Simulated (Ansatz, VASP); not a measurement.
**CdH6 in VASP and in Ansatz**

The input INCAR:

```
SYSTEM = CdH6
  PREC = Accurate
  ENCUT = 630
  EDIFF = 1E-7
  ISMEAR = 0
  SIGMA = 0.01
  LREAL = .FALSE.
  LASPH = .TRUE.
  NELM = 120
  ALGO = Normal
  ISIF = 3
  LWAVE = .FALSE.
  LCHARG = .FALSE.
  GGA = PE
  IBRION = 2
  NSW = 80
  EDIFFG = -0.001
  GGA_COMPAT = .FALSE.
  NELMIN = 4
```

The input KPOINTS:

```
regular mesh
0
G
  4 4 4
  0 0 0
```

POSCAR

```
CdH6
1.0
    5.9663094078      0.0000000000      0.0000000000
    0.0000000000      5.9663094078      0.0000000000
    0.0000000000      0.0000000000      5.9663094078
Cd H
1 6
Direct
    0.0000000000      0.0000000000      0.0000000000
    0.0628808557      0.5000000000      0.5000000000
    0.5000000000      0.0628808557      0.5000000000
    0.9371191443      0.5000000000      0.5000000000
    0.5000000000      0.9371191443      0.5000000000
    0.5000000000      0.5000000000      0.0628808557
    0.5000000000      0.5000000000      0.9371191443
```

Input for Ansatz:

```yaml
crystal:
  lattice:
    - [5.9663094078, 0.0, 0.0]
    - [0.0, 5.9663094078, 0.0]
    - [0.0, 0.0, 5.9663094078]
  atoms:
    - { symbol: Cd, position: [0.0, 0.0, 0.0] }
    - { symbol: H, position: [0.0628808557, 0.5, 0.5] }
    - { symbol: H, position: [0.5, 0.0628808557, 0.5] }
    - { symbol: H, position: [0.9371191443, 0.5, 0.5] }
    - { symbol: H, position: [0.5, 0.9371191443, 0.5] }
    - { symbol: H, position: [0.5, 0.5, 0.0628808557] }
    - { symbol: H, position: [0.5, 0.5, 0.9371191443] }
basis:
  ecutwfc: 420
kpoints:
  mp_grid: { grid: [4, 4, 4] }
hamiltonian:
  xc: pbe
scf:
  occupations: { method: fixed }
output:
  forces: true
  stress: true
  eigenvalues: true
  write_density: true
  write_potential: true
  elf: true
  volumetric_format: npy
relax:
  adjacent_minimum: "off"
  f_tol: 0.001
  max_steps: 60
  cell: { stress_tol: 0.01 }
```

Alike in both runs: task relaxation of cell and atoms; functional PBE; k mesh 4 × 4 × 4; no spin polarisation.

|  | VASP | Ansatz |
| --- | --- | --- |
| version | VASP 6.6.1 | Ansatz 0.2.0 |
| potentials or method | VASP PAW PBE potentials, release 64 (Cd_sv_GW, H), cutoff 630 eV | scalar-relativistic, plane waves, PAW |
| occupations | gaussian, width 0.01 eV | fixed |
| valence electrons in the cell | 26 | 26 |

```csv
,VASP,Ansatz,Ansatz less VASP
"gap on the k mesh at the Fermi level, each at its own relaxed structure (eV)",3.76,3.82,+0.067
relaxed volume (Å³/atom),29.82,32.38,+2.558
relaxed length of the cell vector where the two differ most in proportion (Å),5.932,6.097,+0.1650
```

One of these differences is far larger than is usual between the two programs; its cause wasn't traced. Ansatz's warnings: xc potential rough in thin density.
